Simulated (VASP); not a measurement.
## GaSb (rocksalt type): single point with PBE

GaSb (rocksalt type):

```
Ga Sb
1.0
     0.00000    2.89859    2.89859
     2.89859    0.00000    2.89859
     2.89859    2.89859    0.00000
Ga Sb
1 1
Direct
  0.00000 0.00000 0.00000
  0.50000 0.50000 0.50000
```

- Program: VASP 6.6.1
- Task: single point
- Functional: PBE
- Potentials or basis: VASP PAW PBE potentials, release 64 (Ga_d, Sb)
- Cutoff: 520 eV
- k mesh: 13 × 13 × 13
- Occupations: fermi-dirac, width 0.05 eV
- Spin: no spin polarisation

| Item | Value |
| --- | --- |
| Pressure | 0.0 GPa |
| Band gap on the k mesh | zero (bands 9 and 10 overlap by 3.15 eV) |

Levels at points of the mesh, in eV from the Fermi level:
| k point | band 5 | band 6 | band 7 | band 8 | band 9 | band 10 | band 11 | band 12 | band 13 | band 14 |
| --- | --- | --- | --- | --- | --- | --- | --- | --- | --- | --- |
| (0.00, 0.00, 0.00) | -14.80 | -11.77 | -0.27 | 0.14 | 0.14 | 0.14 | 6.15 | 6.15 | 6.15 | 6.30 |

Wall time 85 s on 1 thread of Intel Xeon 8259CL (shared host), peak memory 0.22 GiB.

Caveat: spin-orbit coupling is left out, which moves the levels of the heavy elements.
